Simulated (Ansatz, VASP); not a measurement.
## SiC in VASP and in Ansatz

```
Si C
1.0
     3.09500    0.00000    0.00000
    -1.54750    2.68035    0.00000
     0.00000    0.00000   15.17000
Si C
6 6
Cartesian
  0.0000 0.0000 1.8962
  0.0000 0.0000 9.4812
  0.0000 1.7869 4.4251
  1.5475 0.8934 12.0101
  0.0000 1.7869 14.5374
  1.5475 0.8934 6.9524
  0.0000 0.0000 0.0000
  0.0000 0.0000 7.5850
  0.0000 1.7869 2.5288
  1.5475 0.8934 10.1138
  0.0000 1.7869 12.6412
  1.5475 0.8934 5.0562
```

Alike in both runs: task relaxation of cell and atoms; functional PBE; k mesh 12 × 12 × 2; occupations gaussian, width 0.02 eV; no spin polarisation.

|  | VASP | Ansatz |
| --- | --- | --- |
| version | VASP 6.6.1 | Ansatz 0.2.0 |
| potentials or method | VASP PAW PBE potentials, release 64 (Si, C), cutoff 600 eV | scalar-relativistic, plane waves, PAW |
| valence electrons in the cell | 48 | 48 |

Ansatz gave:

- gap on the k mesh at the Fermi level, each at its own relaxed structure (eV): 2.03
- relaxed volume (Å³/atom): 10.50
- relaxed cell length with the largest relative difference (Å): 3.095

Task: What did VASP give for the same quantities?

Result: gap on the k mesh at the Fermi level, each at its own relaxed structure (eV): 2.03; relaxed volume (Å³/atom): 10.49; relaxed cell length with the largest relative difference (Å): 3.094.
